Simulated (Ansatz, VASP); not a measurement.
This is a calculation of Sb for Ansatz 0.2.0.

input

```
crystal:
  lattice:
    - [-1.5552329741, 1.5552329741, 2.6752861216]
    - [1.5552329741, -1.5552329741, 2.6752861216]
    - [1.5552329741, 1.5552329741, -2.6752861216]
  atoms:
    - { symbol: Sb, position: [0.0, 0.0, 0.0] }
hamiltonian:
  xc: pbe0
  pseudopotentials: { kind: paw }
kpoints:
  mp_grid: { grid: [8, 8, 8] }
scf:
  occupations: { method: fermi_dirac, width: 0.05 }
output:
  forces: true
  stress: true
  eigenvalues: true
```

Q: Set up the same calculation for VASP 6.6.1. Potentials there: VASP PAW PBE potentials, release 64 (Sb).

A: As run (the cutoff follows the program's own potentials):

POSCAR

```
Sb
1.0
   -1.5552329741      1.5552329741      2.6752861216
    1.5552329741     -1.5552329741      2.6752861216
    1.5552329741      1.5552329741     -2.6752861216
Sb
1
Direct
    0.0000000000      0.0000000000      0.0000000000
```

Contents of INCAR.step1:

```
SYSTEM = Sb
PREC = Accurate
ENCUT = 520
EDIFF = 1E-5
ISMEAR = -1
SIGMA = 0.05
LREAL = .FALSE.
LASPH = .TRUE.
NELM = 60
ALGO = Normal
ISIF = 2
LWAVE = .TRUE.
LCHARG = .FALSE.
NBANDS = 8
GGA = PE
```

File INCAR.step2:

```
SYSTEM = Sb
PREC = Accurate
ENCUT = 520
EDIFF = 1E-7
ISMEAR = -1
SIGMA = 0.05
LREAL = .FALSE.
LASPH = .TRUE.
NELM = 60
ALGO = Normal
ISIF = 2
LWAVE = .FALSE.
LCHARG = .FALSE.
GGA = PE
LHFCALC = .TRUE.
AEXX = 0.25
PRECFOCK = Normal
NBANDS = 8
ISTART = 1
```

The input KPOINTS:

```
regular mesh
0
G
  8 8 8
  0 0 0
```

Potentials or basis: VASP PAW PBE potentials, release 64 (Sb).

Run with:

```sh
$ cat potpaw_PBE.64/Sb/POTCAR > POTCAR
$ cp INCAR.step1 INCAR
$ mpirun -np 1 vasp_std > vasp.out
$ cp INCAR.step2 INCAR
$ mpirun -np 1 vasp_std > vasp.out
```

Both were run:

|  | VASP | Ansatz | Ansatz less VASP |
| --- | --- | --- | --- |
| gap on the k mesh at the Fermi level (eV) | none | none | - |
| pressure (GPa) | 1.1 | 2.4 | +1.27 |
| traceless stress, the component that is largest in VASP (GPa) | 0.92 | 0.65 | -0.263 |

A gap of «none» marks a metal or a gap that the smearing closes. VASP's potentials hold 5 valence electrons a cell and Ansatz's 15, so a difference there can come from the potentials and not from the codes.

Spin-orbit coupling is off throughout.
